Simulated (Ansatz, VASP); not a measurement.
**Y: VASP beside Ansatz**

POSCAR

```
Y
1.0
    0.0000000000      2.4850000000      2.4850000000
    2.4850000000      0.0000000000      2.4850000000
    2.4850000000      2.4850000000      0.0000000000
Y
1
Direct
    0.0000000000      0.0000000000      0.0000000000
```

File INCAR.step1:

```
ALGO     = Normal         # electronic algorithm
EDIFF    = 1E-4           # SCF threshold, eV
ENCUT    = 520            # plane-wave cutoff, eV
GGA      = PE             # functional
ISMEAR   = -1             # smearing method
LASPH    = True           # aspherical terms in the spheres
LCHARG   = False          # write CHGCAR
LREAL    = False          # projectors in reciprocal space
LWAVE    = True           # write WAVECAR
NBANDS   = 12             # bands
NELM     = 100            # most SCF steps
PREC     = Accurate       # precision mode
SIGMA    = 0.03           # smearing width, eV
```

Contents of INCAR.step2:

```
ALGO     = Normal         # electronic algorithm
EDIFF    = 1E-8           # SCF threshold, eV
ENCUT    = 520            # plane-wave cutoff, eV
ISIF     = 2              # what is computed and relaxed
ISMEAR   = -1             # smearing method
ISTART   = 1            
LASPH    = True           # aspherical terms in the spheres
LCHARG   = False          # write CHGCAR
LEFG     = True         
LMIXTAU  = True         
LREAL    = False          # projectors in reciprocal space
LWAVE    = False          # write WAVECAR
METAGGA  = R2SCAN         # meta-GGA
NBANDS   = 12             # bands
NELM     = 100            # most SCF steps
PREC     = Accurate       # precision mode
SIGMA    = 0.03           # smearing width, eV
```

File KPOINTS:

```
k-points
0
Gamma
  14 14 14
```

Input for Ansatz:

```yaml
crystal:
  lattice:
    - [0.0, 2.485, 2.485]
    - [2.485, 0.0, 2.485]
    - [2.485, 2.485, 0.0]
  atoms:
    - { symbol: "Y", position: [0.0, 0.0, 0.0] }
kpoints:
  mp_grid: { grid: [14, 14, 14] }
  band_path:
    path:
      - [0.0, 0.0, 0.0]
      - [0.5, 0.0, 0.5]
      - [0.625, 0.25, 0.625]
      - [0.375, 0.375, 0.75]
      - [0.0, 0.0, 0.0]
      - [0.5, 0.5, 0.5]
      - [0.5, 0.25, 0.75]
      - [0.5, 0.0, 0.5]
    npoints: 5
scf:
  occupations: { method: fermi_dirac, width: 0.03 }
hamiltonian:
  xc: r2scan
  pseudopotentials: { kind: paw }
output:
  forces: true
  stress: true
  eigenvalues: true
  efg: { contact_densities: true }
```

Alike in both runs: task electric field gradients; functional r2SCAN; k mesh 14 × 14 × 14; occupations fermi-dirac, width 0.03 eV; no spin polarisation.

|  | VASP | Ansatz |
| --- | --- | --- |
| version | VASP 6.6.1 | Ansatz 0.2.0 |
| potentials or method | VASP PAW PBE potentials, release 64 (Y_sv) | PAW with Ansatz's default frozen-core files, scalar-relativistic |
| plane-wave cutoff (eV) | 520 | 500 |
| valence electrons in the cell | 11 | 11 |

```csv
,VASP,Ansatz,Ansatz less VASP
pressure (GPa),3.4,3.3,-0.07
```

VASP's potentials were made for PBE, not for r2SCAN. The functional is the same, so the differences come from potentials, cutoffs and numerics.
